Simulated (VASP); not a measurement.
# HOs4 in VASP: single point with PBEsol

Aim: the single point of HOs4 with PBEsol.

Everything below comes from runs of VASP 6.6.1. Logs are shortened: lines on timing, memory, paths and dates and some standing lists are left out, and cuts for length are marked.

### Step 1. The cell of the first run

The cell holds a slab with vacuum, 5 atoms: a = 2.701 Å, b = 2.701 Å, c = 24.730 Å, α = 90.00°, β = 90.00°, γ = 90.00°.

### Step 2. Single point, PBEsol

Contents of INCAR:

```
ALGO = Normal ; DIPOL = 0.5 0.5 0.492
EDIFF = 1E-6 ; ENCUT = 520
GGA = PS ; IDIPOL = 3
ISIF = 2 ; ISMEAR = 0
LASPH = T ; LCHARG = T
LDIPOL = T ; LELF = T
LREAL = F ; LVACPOTAV = T
LVHAR = T ; LWAVE = F
NBANDS = 24 ; NELM = 60
PREC = Accurate ; SIGMA = 0.1
```

Contents of KPOINTS:

```
k-points
0
Gamma
  11 11 1
```

Contents of POSCAR:

```
HOs4
1.0
    2.7013757170      0.0000000000      0.0000000000
    0.0000000000      2.7013757170      0.0000000000
    0.0000000000      0.0000000000     24.7304832641
Os H
4 1
Direct
    0.5000000000      0.5000000000      0.3437053740
    0.0000000000      0.0000000000      0.4209445071
    0.5000000000      0.5000000000      0.5008736344
    0.0000000000      0.0000000000      0.5729245887
    0.0000000000      0.5000000000      0.6225050661
```

Potentials or basis: VASP PAW PBE potentials, release 64 (Os, H).

Started as:

```
> cat potpaw_PBE.64/Os/POTCAR potpaw_PBE.64/H/POTCAR > POTCAR
> mpirun -np 1 vasp_std > vasp.out
```

OUTCAR:

```text
EDIFF = 1E-6
   ENCUT = 520
   GGA = PS
   ISIF = 2
   ISMEAR = 0
   LASPH = T
   LREAL = F
   NELM = 60
   PREC = Accurate

 ion  position               nearest neighbor table
   1  0.500  0.500  0.344-   2 2.70   2 2.70   2 2.70   2 2.70
   2  0.000  0.000  0.421-   1 2.70   1 2.70   1 2.70   1 2.70   3 2.75   3 2.75   3 2.75   3 2.75

   3  0.500  0.500  0.501-   4 2.61   4 2.61   4 2.61   4 2.61   2 2.75   2 2.75   2 2.75   2 2.75

   4  0.000  0.000  0.573-   5 1.82   5 1.82   3 2.61   3 2.61   3 2.61   3 2.61
   5  0.000  0.500  0.623-   4 1.82   4 1.82

  LATTYP: Found a simple tetragonal cell.
 ALAT       =     2.7013757170
 C/A-ratio  =     9.1547736616

  Lattice vectors:

 A1 = (   2.7013757170,   0.0000000000,   0.0000000000)
 A2 = (   0.0000000000,   2.7013757170,   0.0000000000)
 A3 = (   0.0000000000,   0.0000000000,  24.7304832641)

Analysis of symmetry for initial positions (statically):
=====================================================================
 Subroutine PRICEL returns:
 Original cell was already a primitive cell.

 Routine SETGRP: Setting up the symmetry group for a
 simple tetragonal supercell.

 Subroutine GETGRP returns: Found  4 space group operations
 (whereof  4 operations were pure point group operations)
 out of a pool of 16 trial point group operations.

The static configuration has the point symmetry C_2v.

Analysis of symmetry for dynamics (positions and initial velocities):
=====================================================================
 Subroutine PRICEL returns:
 Original cell was already a primitive cell.

 Routine SETGRP: Setting up the symmetry group for a
 simple tetragonal supercell.

 Subroutine GETGRP returns: Found  4 space group operations
 (whereof  4 operations were pure point group operations)
 out of a pool of 16 trial point group operations.

The dynamic configuration has the point symmetry C_2v.

 Subroutine INISYM returns: Found  4 space group operations
 (whereof  4 operations are pure point group operations),
 and found     1 'primitive' translations

----------------------------------------------------------------------------------------

                                     Primitive cell

  volume of cell :     180.4690

  direct lattice vectors                    reciprocal lattice vectors
     2.701375717  0.000000000  0.000000000     0.370181754  0.000000000  0.000000000
     0.000000000  2.701375717  0.000000000     0.000000000  0.370181754  0.000000000
     0.000000000  0.000000000 24.730483264     0.000000000  0.000000000  0.040435926

  length of vectors
     2.701375717  2.701375717 24.730483264     0.370181754  0.370181754  0.040435926

  position of ions in fractional coordinates (direct lattice)
     0.500000000  0.500000000  0.343705374
     0.000000000  0.000000000  0.420944507
     0.500000000  0.500000000  0.500873634
     0.000000000  0.000000000  0.572924589
     0.000000000  0.500000000  0.622505066

  ion indices of the primitive-cell ions
   primitive index   ion index
                 1           1
                 2           2
                 3           3
                 4           4
                 5           5

----------------------------------------------------------------------------------------

 KPOINTS: k-points

Automatic generation of k-mesh.
 Grid dimensions read from file:
 generate k-points for:   11   11    1

 Generating k-lattice:

  Cartesian coordinates                     Fractional coordinates (reciprocal lattice)
     0.033652887  0.000000000  0.000000000     0.090909091  0.000000000  0.000000000
     0.000000000  0.033652887  0.000000000     0.000000000  0.090909091  0.000000000
     0.000000000  0.000000000  0.040435926     0.000000000  0.000000000  1.000000000

  Length of vectors
     0.033652887  0.033652887  0.040435926

  Shift w.r.t. Gamma in fractional coordinates (k-lattice)
     0.000000000  0.000000000  0.000000000

 Subroutine IBZKPT returns following result:
 ===========================================

 Found     36 irreducible k-points:

 Following reciprocal coordinates:
            Coordinates               Weight
  0.000000  0.000000  0.000000      1.000000
  0.090909  0.000000  0.000000      2.000000
  0.000000  0.090909  0.000000      2.000000
  0.181818  0.000000  0.000000      2.000000
  0.000000  0.181818  0.000000      2.000000
  0.272727  0.000000  0.000000      2.000000
[... 16 lines left out ...]
 -0.181818  0.272727  0.000000      4.000000
  0.363636  0.181818  0.000000      4.000000
 [... further k-points ...]
   k-points           NKPTS =     36   k-points in BZ     NKDIM =     36   number of bands    NBANDS=     24
   number of dos      NEDOS =    301   number of ions     NIONS =      5
   total plane-waves  NPLWV =  76800
   dimension x,y,z NGX =    20 NGY =   20 NGZ =  192
   dimension x,y,z NGXF=    40 NGYF=   40 NGZF=  384
   ions per type =               4   1
   NGX,Y,Z   is equivalent  to a cutoff of  12.31, 12.31, 12.91 a.u.
   NGXF,Y,Z  is equivalent  to a cutoff of  24.62, 24.62, 25.81 a.u.
 SYSTEM =  unknown system
   PREC   = accura    normal or accurate (medium, high low for compatibility)
   ISTART =      0    job   : 0-new  1-cont  2-samecut
   ICHARG =      2    charge: 1-file 2-atom 10-const
   ISPIN  =      1    spin polarized calculation?
   LNONCOLLINEAR =      F non collinear calculations
   LSORBIT =      F    spin-orbit coupling
   LASPH  =      T    aspherical Exc in radial PAW
   ENCUT  =  520.0 eV  38.22 Ry    6.18 a.u.   5.02  5.02 45.98*2*pi/ulx,y,z
   NELM   =     60;   NELMIN=  2; NELMDL= -5     # of ELM steps
   EDIFF  = 0.1E-05   stopping-criterion for ELM
   LREAL  =      F    real-space projection
   EDIFFG = 0.1E-04   stopping-criterion for IOM
   NSW    =      0    number of steps for IOM
   IBRION =     -1    ionic relax: 0-MD 1-quasi-New 2-CG
   NFREE  =      0    steps in history (QN), initial steepest desc. (CG)
   ISIF   =      2    stress and relaxation
   ISYM   =      2    0-nonsym 1-usesym 2-fastsym
   POTIM  = 0.5000    time-step for ionic-motion
   TEBEG  =    0.0;   TEEND  =   0.0 temperature during run
   PSTRESS=    0.0 pullay stress
   NELECT =      33.0000    total number of electrons
   NUPDOWN=      -1.0000    fix difference up-down
   EMIN   =  10.00;   EMAX   =-10.00  energy-range for DOS
   EFERMI =   0.00;   METHOD = LEGACY
   ISMEAR =     0;   SIGMA  =   0.10  broadening in eV -4-tet -1-fermi 0-gaus
   EFERMI_NEDOS =   21; number of points for ismear=-14 and -15
   IALGO  =     38    algorithm
   IMIX   =      4    mixing-type and parameters
     AMIX     =   0.40;   BMIX     =  1.00
     AMIX_MAG =   1.60;   BMIX_MAG =  1.00
  volume/ion in A,a.u.               =      36.09       243.57
  Fermi-wavevector in a.u.,A,eV,Ry     =   0.929206  1.755944 11.747591  0.863424
  Thomas-Fermi vector in A             =   2.055464
   LORBIT       =      0    0 simple, 1 ext, 2 COOP (PROOUT), +10 PAW based schemes
   GGA     = PS    functional components
   LHFCALC =     F    Hartree Fock is set to
   AEXX    =    0.0000 exact exchange contribution
   IVDW    =     0    specifies the selected vdW correction
   LEPSILON=     F    determine dielectric tensor
   LRPA    =     F    only Hartree local field effects (RPA)
 non-spin polarized calculation
 Gauss-broadening in eV      SIGMA  =   0.10
  energy-cutoff  :      520.00
  volume of cell :      180.47
 maximum number of plane-waves:      4905
   NGX = 11   NGY = 11   NGZ = 91

 dipolmoment           0.000000      0.000000     -0.000268 electrons x Angstroem

 number of electron      32.9999994 magnetization

 dipolmoment           0.000000      0.000000      0.003264 electrons x Angstroem

 Free energy of the ion-electron system (eV)
  ---------------------------------------------------
  ext. energy  EPLUGINS =         0.00000000
  ---------------------------------------------------
  free energy    TOTEN  =       -48.90953257 eV

  energy without entropy =      -48.89065640  energy(sigma->0) =      -48.90009449

 E-fermi :  -0.7830     XC(G=0):  -5.3853

 val. band max:       -0.7928348590   @ k =   0.2727   0.0000   0.0000
 cond. band min:      -0.7563244328   @ k =   0.3636   0.2727   0.0000
 fundamental gap:      0.0365104262
 Fermi energy:        -0.7830159427

 k-point     1 :       0.0000    0.0000    0.0000
  band No.  band energies     occupation
      1     -11.1399      2.00000
      2      -9.5435      2.00000
      3      -8.3640      2.00000
      4      -7.7335      2.00000
      5      -7.5234      2.00000
      6      -6.6401      2.00000
[... 16 lines left out ...]
     23       1.5194      0.00000
     24       1.5668      0.00000

 k-point     2 :       0.0909    0.0000    0.0000
  band No.  band energies     occupation
      1     -10.9038      2.00000
      2      -9.3665      2.00000
      3      -8.2134      2.00000
      4      -7.5328      2.00000
      5      -7.3149      2.00000
      6      -6.4336      2.00000
[... 16 lines left out ...]
     23       1.3032      0.00000
     24       1.7460      0.00000

 k-point     3 :       0.0000    0.0909    0.0000
  band No.  band energies     occupation
      1     -10.8855      2.00000
      2      -9.3187      2.00000
      3      -8.1358      2.00000
      4      -7.5480      2.00000
      5      -7.3503      2.00000
      6      -6.5304      2.00000
[... 16 lines left out ...]
     23       1.3244      0.00000
     24       1.8024      0.00000
[... 514 lines left out ...]
 k-point    23 :      -0.1818    0.2727    0.0000
  band No.  band energies     occupation
      1      -8.4182      2.00000
      2      -7.3918      2.00000
      3      -6.7431      2.00000
      4      -6.1659      2.00000
      5      -5.8065      2.00000
      6      -5.6326      2.00000
[... 16 lines left out ...]
     23       2.2232      0.00000
     24       4.0790      0.00000

 k-point    24 :       0.3636    0.1818    0.0000
  band No.  band energies     occupation
      1      -7.7738      2.00000
      2      -7.4444      2.00000
      3      -6.7759      2.00000
      4      -5.9710      2.00000
      5      -5.8991      2.00000
      6      -5.4725      2.00000
[... 16 lines left out ...]
     23       2.7658      0.00000
     24       4.3849      0.00000

 [... further k-points ...]

------------------------ aborting loop because EDIFF is reached ----------------------------------------

  FORCE on cell =-STRESS in cart. coord.  units (eV):
  Direction    XX          YY          ZZ          XY          YZ          ZX
  --------------------------------------------------------------------------------------
  -------------------------------------------------------------------------------------
  Total       -2.9335649     -4.9635299     -2.8297000      0.0000000      0.0000000      0.0000000
  in kB      -26.0437605    -44.0654937    -25.1216635      0.0000000      0.0000000      0.0000000
  external PRESSURE =     -31.7436393 kB  Pullay stress =       0.0000000 kB

 VOLUME and BASIS-vectors are now :
 -----------------------------------------------------------------------------
  energy-cutoff  :      520.00
  volume of cell :      180.47
      direct lattice vectors                 reciprocal lattice vectors
     2.701375717  0.000000000  0.000000000     0.370181754  0.000000000  0.000000000
     0.000000000  2.701375717  0.000000000     0.000000000  0.370181754  0.000000000
     0.000000000  0.000000000 24.730483264     0.000000000  0.000000000  0.040435926

 POSITION                                       TOTAL-FORCE (eV/Angst)
 -----------------------------------------------------------------------------------
      1.35069      1.35069      8.50000         0.000000      0.000000      1.517206
      0.00000      0.00000     10.41016         0.000000      0.000000     -1.554532
      1.35069      1.35069     12.38685         0.000000      0.000000      0.026592
      0.00000      0.00000     14.16870         0.000000      0.000000     -0.025851
      0.00000      1.35069     15.39485         0.000000      0.000000      0.036584
 -----------------------------------------------------------------------------------
    total drift:                                0.000000      0.000000     -0.000104

  FREE ENERGIE OF THE ION-ELECTRON SYSTEM (eV)
  ---------------------------------------------------
  free  energy   TOTEN  =       -48.9095325695 eV

  energy  without entropy=      -48.8906564049  energy(sigma->0) =      -48.90009449

 vacuum level on the upper side and lower side of the slab         4.733         4.639
```

Run time: 2.7 min. Hardware: 1 thread of AMD EPYC 9R45 (Zen 5), shared host; peak memory 0.31 GiB.

Results:

```
Free energy            : -48.9095 eV
Largest force          : 1.555 eV/Å
Band gap on the k mesh : zero (an odd number of electrons rules out a gap without spin polarisation)
```

Forces in eV/Å, atoms in the order of the input:
```
Os   0.000  0.000  1.517
Os   0.000  0.000 -1.555
Os   0.000  0.000  0.027
Os   0.000  0.000 -0.026
H    0.000  0.000  0.037
```

Levels at points of the mesh, in eV from the Fermi level:
```csv
k point,band 13,band 14,band 15,band 16,band 17,band 18,band 19,band 20,band 21,band 22
"(0.00, 0.00, 0.00)",-1.41,-1.33,-0.96,-0.15,0.15,0.68,0.80,0.85,1.44,1.88
```

Caveat: the PAW data sets were made with another functional, which shifts forces and pressure a little; spin-orbit coupling is left out, which moves the levels of the heavy elements.

The gap in the log of VASP goes by the Fermi energy; the results here count the filled bands.